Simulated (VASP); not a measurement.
# LaCd2Ge2 (P1) in VASP: single point with r2SCAN

Aim: the single point of LaCd2Ge2 with r2SCAN.

Everything below comes from runs of VASP 6.6.1. Logs are shortened: lines on timing, memory, paths and dates and some standing lists are left out, and cuts for length are marked.

### Step 1. The cell of the first run

The typed cell holds 5 atoms: a = 4.635 Å, b = 4.790 Å, c = 7.460 Å, α = 89.87°, β = 89.07°, γ = 57.03°.

### Step 2. Single point, r2SCAN

POSCAR reads:

```
LaCd2Ge2
1.0
    2.1715526100      4.0947904900      0.0377709100
   -2.3290362800      4.1857146000      0.0047792700
    0.0538435300      0.0400940100      7.4595168400
Ge Cd La
2 2 1
Direct
    0.3288540000      0.3398150000      0.2478610000
    0.6208250000      0.7079580000      0.7166160000
    0.3489240000      0.3174510000      0.6424570000
    0.6769470000      0.6424860000      0.3905800000
    0.9792620000      0.9669690000      0.9827800000
```

INCAR.step1 reads:

```
PREC     = Accurate       # precision mode
ENCUT    = 550            # plane-wave cutoff, eV
ISMEAR   = -1             # smearing method
SIGMA    = 0.1            # smearing width, eV
LREAL    = False          # projectors in reciprocal space
LASPH    = True           # aspherical terms in the spheres
NELM     = 200            # most SCF steps
NBANDS   = 40             # bands
GGA      = PE             # functional
ALGO     = Normal         # electronic algorithm
EDIFF    = 1E-5           # SCF threshold, eV
LWAVE    = True           # write WAVECAR
LCHARG   = False          # write CHGCAR
GGA_COMPAT= False        
LMAXMIX  = 6              # l up to which the mixer works
```

INCAR.step2 reads:

```
PREC     = Accurate       # precision mode
ENCUT    = 550            # plane-wave cutoff, eV
EDIFF    = 1E-6           # SCF threshold, eV
ISMEAR   = -1             # smearing method
SIGMA    = 0.1            # smearing width, eV
LREAL    = False          # projectors in reciprocal space
LASPH    = True           # aspherical terms in the spheres
NELM     = 200            # most SCF steps
ALGO     = Normal         # electronic algorithm
ISIF     = 2              # what is computed and relaxed
LWAVE    = False          # write WAVECAR
LCHARG   = False          # write CHGCAR
METAGGA  = R2SCAN         # meta-GGA
LMIXTAU  = True         
NBANDS   = 40             # bands
ISTART   = 1            
GGA_COMPAT= False        
LMAXMIX  = 6              # l up to which the mixer works
```

KPOINTS reads:

```
Automatic mesh
0
Gamma
  5 5 3
  0 0 0.5
```

Potentials or basis: VASP PAW PBE potentials, release 64 (Ge_d, Cd, La).

Command:

```bash
$ cat potpaw_PBE.64/Ge_d/POTCAR potpaw_PBE.64/Cd/POTCAR potpaw_PBE.64/La/POTCAR > POTCAR
$ cp INCAR.step1 INCAR
$ mpirun -np 1 vasp_std > vasp.out
$ cp INCAR.step2 INCAR
$ mpirun -np 1 vasp_std > vasp.out
```

OUTCAR:

```text
PREC = Accurate
   ENCUT = 550
   EDIFF = 1E-6
   ISMEAR = -1
   LREAL = False
   LASPH = True
   NELM = 200
   ISIF = 2
   METAGGA = R2SCAN
   ISTART = 1

 ion  position               nearest neighbor table
   1  0.329  0.340  0.248-   4 2.74   4 2.91   3 2.95   4 3.01   5 3.19   5 3.22
   2  0.621  0.708  0.717-   4 2.44   3 2.54   3 2.83   3 2.88   5 3.18   5 3.26
   3  0.349  0.317  0.642-   2 2.54   2 2.83   2 2.88   1 2.95   4 3.25   4 3.28   4 3.30   5 3.56
                             5 3.63
   4  0.677  0.642  0.391-   2 2.44   1 2.74   1 2.91   1 3.01   3 3.25   3 3.28   3 3.30
   5  0.979  0.967  0.983-   2 3.18   1 3.19   1 3.22   2 3.26   3 3.56   3 3.63

  Warning from LATTYP: Got some problem with cell dimensions!
  Tried to take original basis but could not verify dimensions!
  LATTYP: Found a triclinic cell.
 ALAT       =     4.6351242202
 B/A-ratio  =     0.9711990307
 C/A-ratio  =     1.6094107846
 COS(alpha) =     0.0144361097
 COS(beta)  =     0.0162781710
 COS(gamma) =     0.4506074084

  Lattice vectors:

 A1 = (  -2.1715526100,  -4.0947904900,  -0.0377709100)
 A2 = (  -4.5005888900,   0.0909241100,  -0.0329916400)
 A3 = (  -0.0538435300,  -0.0400940100,  -7.4595168400)

Analysis of symmetry for initial positions (statically):
=====================================================================
 Subroutine PRICEL returns:
 Original cell was already a primitive cell.

 Routine SETGRP: Setting up the symmetry group for a
 triclinic supercell.

 Subroutine GETGRP returns: Found  1 space group operations
 (whereof  1 operations were pure point group operations)
 out of a pool of  2 trial point group operations.

The static configuration has the point symmetry C_1 .

Analysis of symmetry for dynamics (positions and initial velocities):
=====================================================================
 Subroutine PRICEL returns:
 Original cell was already a primitive cell.

 Routine SETGRP: Setting up the symmetry group for a
 triclinic supercell.

 Subroutine GETGRP returns: Found  1 space group operations
 (whereof  1 operations were pure point group operations)
 out of a pool of  2 trial point group operations.

The dynamic configuration has the point symmetry C_1 .

 Subroutine INISYM returns: Found  1 space group operations
 (whereof  1 operations are pure point group operations),
 and found     1 'primitive' translations

----------------------------------------------------------------------------------------

                                     Primitive cell

  volume of cell :     138.9327

  direct lattice vectors                    reciprocal lattice vectors
     2.171552610  4.094790490  0.037770910     0.224736344  0.125051542 -0.002294306
    -2.329036280  4.185714600  0.004779270    -0.219844962  0.116579501  0.000960262
     0.053843530  0.040094010  7.459516840    -0.000997088 -0.000707884  0.134067942

  length of vectors
     4.635124220  4.790056320  7.459818908     0.257195599  0.248844348  0.134073518

  position of ions in fractional coordinates (direct lattice)
     0.328854000  0.339815000  0.247861000
     0.620825000  0.707958000  0.716616000
     0.348924000  0.317451000  0.642457000
     0.676947000  0.642486000  0.390580000
     0.979262000  0.966969000  0.982780000

  ion indices of the primitive-cell ions
   primitive index   ion index
                 1           1
                 2           2
                 3           3
                 4           4
                 5           5

----------------------------------------------------------------------------------------

 KPOINTS: Automatic mesh

Automatic generation of k-mesh.
 Grid dimensions read from file:
 generate k-points for:    5    5    3

 Generating k-lattice:

  Cartesian coordinates                     Fractional coordinates (reciprocal lattice)
     0.044947269  0.025010308 -0.000458861     0.200000000  0.000000000  0.000000000
    -0.043968992  0.023315900  0.000192052    -0.000000000  0.200000000  0.000000000
    -0.000332363 -0.000235961  0.044689314    -0.000000000 -0.000000000  0.333333333

  Length of vectors
     0.051439120  0.049768870  0.044691173

  Shift w.r.t. Gamma in fractional coordinates (k-lattice)
     0.000000000  0.000000000  0.500000000

 Subroutine IBZKPT returns following result:
 ===========================================

 Found     38 irreducible k-points:

 Following reciprocal coordinates:
            Coordinates               Weight
 -0.000000  0.000000  0.166667      2.000000
  0.200000 -0.000000  0.166667      2.000000
  0.400000 -0.000000  0.166667      2.000000
 -0.400000 -0.000000  0.166667      2.000000
 -0.200000  0.000000  0.166667      2.000000
  0.000000  0.200000  0.166667      2.000000
[... 16 lines left out ...]
  0.400000 -0.200000  0.166667      2.000000
 -0.400000 -0.200000  0.166667      2.000000
 [... further k-points ...]
   k-points           NKPTS =     38   k-points in BZ     NKDIM =     38   number of bands    NBANDS=     40
   number of dos      NEDOS =    301   number of ions     NIONS =      5
   total plane-waves  NPLWV =  86400
   dimension x,y,z NGX =    36 NGY =   40 NGZ =   60
   dimension x,y,z NGXF=    72 NGYF=   80 NGZF=  120
   ions per type =               2   2   1
   NGX,Y,Z   is equivalent  to a cutoff of  12.91, 13.88, 13.37 a.u.
   NGXF,Y,Z  is equivalent  to a cutoff of  25.82, 27.77, 26.74 a.u.
 SYSTEM =  unknown system
   PREC   = accura    normal or accurate (medium, high low for compatibility)
   ISTART =      1    job   : 0-new  1-cont  2-samecut
   ICHARG =      0    charge: 1-file 2-atom 10-const
   ISPIN  =      1    spin polarized calculation?
   LNONCOLLINEAR =      F non collinear calculations
   LSORBIT =      F    spin-orbit coupling
   LASPH  =      T    aspherical Exc in radial PAW
   ENCUT  =  550.0 eV  40.42 Ry    6.36 a.u.   8.86  9.16 14.26*2*pi/ulx,y,z
   NELM   =    200;   NELMIN=  2; NELMDL=  0     # of ELM steps
   EDIFF  = 0.1E-05   stopping-criterion for ELM
   LREAL  =      F    real-space projection
   EDIFFG = 0.1E-04   stopping-criterion for IOM
   NSW    =      0    number of steps for IOM
   IBRION =     -1    ionic relax: 0-MD 1-quasi-New 2-CG
   NFREE  =      0    steps in history (QN), initial steepest desc. (CG)
   ISIF   =      2    stress and relaxation
   ISYM   =      2    0-nonsym 1-usesym 2-fastsym
   POTIM  = 0.5000    time-step for ionic-motion
   TEBEG  =    0.0;   TEEND  =   0.0 temperature during run
   PSTRESS=    0.0 pullay stress
   NELECT =      63.0000    total number of electrons
   NUPDOWN=      -1.0000    fix difference up-down
   EMIN   =  10.00;   EMAX   =-10.00  energy-range for DOS
   EFERMI =   0.00;   METHOD = LEGACY
   ISMEAR =    -1;   SIGMA  =   0.10  broadening in eV -4-tet -1-fermi 0-gaus
   EFERMI_NEDOS =   21; number of points for ismear=-14 and -15
   IALGO  =     38    algorithm
   IMIX   =      4    mixing-type and parameters
     AMIX     =   0.40;   BMIX     =  1.00
     AMIX_MAG =   1.60;   BMIX_MAG =  1.00
  volume/ion in A,a.u.               =      27.79       187.51
  Fermi-wavevector in a.u.,A,eV,Ry     =   1.257729  2.376762 21.522797  1.581881
  Thomas-Fermi vector in A             =   2.391373
   LORBIT       =      0    0 simple, 1 ext, 2 COOP (PROOUT), +10 PAW based schemes
   METAGGA = R2SCAN    functional components
   LHFCALC =     F    Hartree Fock is set to
   AEXX    =    0.0000 exact exchange contribution
   IVDW    =     0    specifies the selected vdW correction
   LEPSILON=     F    determine dielectric tensor
   LRPA    =     F    only Hartree local field effects (RPA)
 non-spin polarized calculation
  energy-cutoff  :      550.00
  volume of cell :      138.93
 maximum number of plane-waves:      4090
   NGX = 17   NGY = 19   NGZ = 29

 number of electron      62.9999998 magnetization

 Free energy of the ion-electron system (eV)
  ---------------------------------------------------
  ext. energy  EPLUGINS =         0.00000000
  ---------------------------------------------------
  free energy    TOTEN  =       -98.94236865 eV

  energy without entropy =      -98.85738834  energy(sigma->0) =      -98.89987850

 E-fermi :   3.8225     XC(G=0): -10.3869

 val. band max:        3.8100217737   @ k =  -0.0000   0.0000   0.5000
 cond. band min:       3.8276422829   @ k =   0.2000  -0.0000   0.5000
 fundamental gap:      0.0176205092
 Fermi energy:         3.8224631722

 k-point     1 :      -0.0000    0.0000    0.1667
  band No.  band energies     occupation
      1     -30.4170      2.00000
      2     -20.7835      2.00000
      3     -20.7615      2.00000
      4     -20.7548      2.00000
      5     -20.7494      2.00000
      6     -20.7393      2.00000
[... 32 lines left out ...]
     39       5.9389      0.00000
     40       6.0203      0.00000

 k-point     2 :       0.2000   -0.0000    0.1667
  band No.  band energies     occupation
      1     -30.4130      2.00000
      2     -20.7835      2.00000
      3     -20.7613      2.00000
      4     -20.7546      2.00000
      5     -20.7492      2.00000
      6     -20.7393      2.00000
[... 32 lines left out ...]
     39       5.9779      0.00000
     40       6.0004      0.00000

 k-point     3 :       0.4000   -0.0000    0.1667
  band No.  band energies     occupation
      1     -30.4065      2.00000
      2     -20.7835      2.00000
      3     -20.7609      2.00000
      4     -20.7545      2.00000
      5     -20.7488      2.00000
      6     -20.7392      2.00000
[... 32 lines left out ...]
     39       5.9772      0.00000
     40       6.0199      0.00000

 k-point     4 :      -0.4000   -0.0000    0.1667
  band No.  band energies     occupation
      1     -30.4064      2.00000
      2     -20.7835      2.00000
      3     -20.7609      2.00000
      4     -20.7545      2.00000
      5     -20.7488      2.00000
      6     -20.7392      2.00000
[... 32 lines left out ...]
     39       5.9928      0.00000
     40       6.0279      0.00000
[... 772 lines left out ...]
     39       5.9746      0.00000
     40       6.1624      0.00000

 k-point    23 :       0.4000   -0.2000    0.1667
  band No.  band energies     occupation
      1     -30.4055      2.00000
      2     -20.7835      2.00000
      3     -20.7610      2.00000
      4     -20.7547      2.00000
      5     -20.7489      2.00000
      6     -20.7392      2.00000
[... 32 lines left out ...]
     39       5.9757      0.00000
     40       6.2155      0.00000

 k-point    24 :      -0.4000   -0.2000    0.1667
  band No.  band energies     occupation
      1     -30.4094      2.00000
      2     -20.7836      2.00000
      3     -20.7614      2.00000
      4     -20.7545      2.00000
      5     -20.7488      2.00000
      6     -20.7392      2.00000
[... 32 lines left out ...]
     39       5.9632      0.00000
     40       6.1625      0.00000

 [... further k-points ...]
[... 5 lines left out ...]
  --------------------------------------------------------------------------------------
  -------------------------------------------------------------------------------------
  Total       -1.9677858     -5.3860437      0.6393455     -0.1354341     -0.2082978     -0.5477875
  in kB      -22.6925901    -62.1120870      7.3729598     -1.5618318     -2.4020992     -6.3171093
  external PRESSURE =     -25.8105725 kB  Pullay stress =       0.0000000 kB

 VOLUME and BASIS-vectors are now :
 -----------------------------------------------------------------------------
  energy-cutoff  :      550.00
  volume of cell :      138.93
      direct lattice vectors                 reciprocal lattice vectors
     2.171552610  4.094790490  0.037770910     0.224736344  0.125051542 -0.002294306
    -2.329036280  4.185714600  0.004779270    -0.219844962  0.116579501  0.000960262
     0.053843530  0.040094010  7.459516840    -0.000997088 -0.000707884  0.134067942

 POSITION                                       TOTAL-FORCE (eV/Angst)
 -----------------------------------------------------------------------------------
     -0.06397      2.77889      1.86297         0.262717     -0.118963     -0.372976
     -0.26212      5.53419      5.37244         0.995974     -0.541312      2.397781
      0.05294      2.78329      4.80712        -1.016216      0.383182     -0.380260
     -0.00532      5.47688      2.94218        -0.043488     -0.032174     -2.075600
     -0.07267      8.09673      7.37267        -0.198987      0.309267      0.431054
 -----------------------------------------------------------------------------------
    total drift:                               -0.004496     -0.003559     -0.002076

  FREE ENERGIE OF THE ION-ELECTRON SYSTEM (eV)
  ---------------------------------------------------
  free  energy   TOTEN  =       -98.9423686535 eV

  energy  without entropy=      -98.8573883410  energy(sigma->0) =      -98.89987850
```

Run time: 23 min. Hardware: 1 thread of Intel Xeon 8259CL, shared host; peak memory 0.48 GiB.

What came out:

```
Free energy            : -98.9424 eV
Pressure               : -2.6 GPa
Largest force          : 2.652 eV/Å
Band gap on the k mesh : zero (an odd number of electrons rules out a gap without spin polarisation)
```

Forces on the atoms (eV/Å):
```
Ge   0.263 -0.119 -0.373
Ge   0.996 -0.541  2.398
Cd  -1.016  0.383 -0.380
Cd  -0.043 -0.032 -2.076
La  -0.199  0.309  0.431
```

Caveat: the stress differs along the axes, from -6 to 1 GPa; the PAW data sets were made with another functional, which shifts forces and pressure a little; spin-orbit coupling is left out, which moves the levels of the heavy elements.
